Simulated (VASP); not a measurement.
# Ni2Ge (P6_3/mmc) in VASP: a series of runs, part 2 of 2

VASP 6.6.1. The steps go on from the part before.

**4. Single point, r2SCAN (biaxial strain in the a-b plane: +2.0 %, then relaxed in part)**

The input, POSCAR:

```
Ni2Ge
1.0
    4.0577033350      0.0000000000      0.0000000000
   -2.0288516675      3.5140741691      0.0000000000
    0.0000000000      0.0000000000      4.9718591983
Ni Ge
4 2
Direct
    0.6666666667      0.3333333333      0.2500000000
    0.3333333333      0.6666666667      0.7500000000
    0.0000000000      0.0000000000      0.0000000000
    0.0000000000      0.0000000000      0.5000000000
    0.6666666667      0.3333333333      0.7500000000
    0.3333333333      0.6666666667      0.2500000000
```

The input, INCAR.step1:

```
PREC = Accurate
ENCUT = 520
ISMEAR = 0
SIGMA = 0.1
LREAL = F
LASPH = T
NELM = 60
NBANDS = 43
GGA = PE
ALGO = Normal
EDIFF = 1E-4
LWAVE = T
LCHARG = F
```

The input, INCAR.step2:

```
PREC = Accurate
ENCUT = 520
EDIFF = 1E-6
ISMEAR = 0
SIGMA = 0.1
LREAL = F
LASPH = T
NELM = 60
ALGO = Normal
ISIF = 2
LWAVE = F
LCHARG = F
METAGGA = R2SCAN
LMIXTAU = T
NBANDS = 43
ISTART = 1
```

The input, KPOINTS:

```
regular mesh
0
Gamma
  12 12 8
```

Potentials or basis: VASP PAW PBE potentials, release 64 (Ni, Ge_d).

Started as:

```
$ cat potpaw_PBE.64/Ni/POTCAR potpaw_PBE.64/Ge_d/POTCAR > POTCAR
$ cp INCAR.step1 INCAR
$ mpirun -np 1 vasp_std > vasp.out
$ cp INCAR.step2 INCAR
$ mpirun -np 1 vasp_std > vasp.out
```

OUTCAR:

```text
PREC = Accurate
   ENCUT = 520
   EDIFF = 1E-6
   ISMEAR = 0
   LREAL = F
   LASPH = T
   NELM = 60
   ISIF = 2
   METAGGA = R2SCAN
   ISTART = 1

 ion  position               nearest neighbor table
   1  0.667  0.333  0.250-   6 2.34   6 2.34   6 2.34   5 2.49   5 2.49   3 2.65   4 2.65   3 2.65
                             4 2.65   3 2.65   4 2.65
   2  0.333  0.667  0.750-   5 2.34   5 2.34   5 2.34   6 2.49   6 2.49   3 2.65   4 2.65   4 2.65
                             3 2.65   4 2.65   3 2.65
   3  0.000  0.000  0.000-   4 2.49   4 2.49   1 2.65   5 2.65   6 2.65   2 2.65   2 2.65   6 2.65
                             1 2.65   5 2.65   1 2.65   5 2.65   2 2.65   6 2.65
   4  0.000  0.000  0.500-   3 2.49   3 2.49   1 2.65   5 2.65   6 2.65   2 2.65   2 2.65   6 2.65
[... 1319 lines left out ...]
  Total       -3.4719609     -3.4719609      0.0402305      0.0000000      0.0000000      0.0000000
  in kB      -78.4648897    -78.4648897      0.9091928      0.0000000      0.0000000      0.0000000
  external PRESSURE =     -52.0068622 kB  Pullay stress =       0.0000000 kB

 VOLUME and BASIS-vectors are now :
 -----------------------------------------------------------------------------
  energy-cutoff  :      520.00
  volume of cell :       70.89
      direct lattice vectors                 reciprocal lattice vectors
     4.057703335  0.000000000  0.000000000     0.246444828  0.142284988  0.000000000
    -2.028851668  3.514074169  0.000000000     0.000000000  0.284569975  0.000000000
     0.000000000  0.000000000  4.971859198     0.000000000  0.000000000  0.201132003

 POSITION                                       TOTAL-FORCE (eV/Angst)
 -----------------------------------------------------------------------------------
      2.02885      1.17136      1.24296         0.000000      0.000000      0.000000
     -0.00000      2.34272      3.72889         0.000000     -0.000000      0.000000
      0.00000      0.00000      0.00000        -0.000000     -0.000000      0.000000
      0.00000      0.00000      2.48593        -0.000000     -0.000000      0.000000
      2.02885      1.17136      3.72889         0.000000     -0.000000      0.000000
     -0.00000      2.34272      1.24296        -0.000000      0.000000      0.000000
 -----------------------------------------------------------------------------------
    total drift:                                0.000000     -0.000000      0.000000

  FREE ENERGIE OF THE ION-ELECTRON SYSTEM (eV)
  ---------------------------------------------------
  free  energy   TOTEN  =       -76.9620575811 eV

  energy  without entropy=      -76.9434589310  energy(sigma->0) =      -76.95275826
```

OUTCAR.step1:

```text
PREC = Accurate
   ENCUT = 520
   ISMEAR = 0
   LREAL = F
[... 1349 lines left out ...]
      0.00000      0.00000      0.00000         0.000000      0.000000      0.000000
      0.00000      0.00000      2.48593         0.000000      0.000000      0.000000
      2.02885      1.17136      3.72889         0.000000      0.000000      0.000000
     -0.00000      2.34272      1.24296        -0.000000     -0.000000      0.000000
 -----------------------------------------------------------------------------------
    total drift:                                0.000000     -0.000000      0.000000

  FREE ENERGIE OF THE ION-ELECTRON SYSTEM (eV)
  ---------------------------------------------------
  free  energy   TOTEN  =       -32.5603100348 eV

  energy  without entropy=      -32.5407048824  energy(sigma->0) =      -32.55050746
```

Wall time 9.1 min (1 thread of Intel Xeon 6975P-C (Granite Rapids), shared host); peak memory 0.35 GiB.

What came out:

* Free energy: -76.9621 eV
* Pressure: -5.2 GPa
* Band gap on the k mesh: zero (bands 34 and 35 overlap by 2.70 eV)

Levels at points of the mesh, in eV from the Fermi level:
```csv
k point,band 30,band 31,band 32,band 33,band 34,band 35,band 36,band 37,band 38,band 39
"(0.00, 0.00, 0.00)",-0.97,-0.61,-0.61,0.21,2.09,2.56,2.56,2.75,2.75,3.20
"(0.50, 0.00, 0.00)",-1.28,-1.16,-1.07,-1.02,-0.64,-0.49,0.73,1.72,3.01,3.62
"(0.00, 0.00, 0.50)",-1.14,-1.13,-1.13,1.46,1.46,3.16,3.16,3.16,3.16,4.76
"(0.50, 0.00, 0.50)",-1.46,-1.19,-1.19,-0.82,-0.82,0.88,0.88,2.47,2.47,6.50
```

Caveat: the cell differs from its parent crystal (biaxial strain in the a-b plane: +2.0 %, then relaxed in part); the cell stands under tension; the PAW data sets were made with another functional, which shifts forces and pressure a little. Spin polarisation is off, so any magnetic state and its effect on volume and gap are missing.

**5. Overview**

| cell | gap on the mesh (eV) | pressure (GPa) |
| --- | --- | --- |
| a = 3.899, b = 3.899, c = 4.937 Å, angles 90.0, 90.0, 120.0°, 6 atoms | none | 14.2 |
| a = 4.018, b = 4.018, c = 5.007 Å, angles 90.0, 90.0, 120.0°, 6 atoms | none | -2.8 |
| a = 4.058, b = 4.058, c = 4.972 Å, angles 90.0, 90.0, 120.0°, 6 atoms | none | -5.2 |

Alike in all rows: task single point; level r2SCAN; potentials or basis VASP PAW PBE potentials, release 64 (Ni, Ge_d); no spin polarisation; k mesh 12 × 12 × 8; cutoff (eV) 520; smearing gaussian 0.1 eV.

Caveats: the PAW data sets were made with another functional, which shifts forces and pressure a little; the cell stands under pressure (at least some runs); the cell stands under tension (at least some runs).

Absolute energies hang on the potentials; compare differences alone.
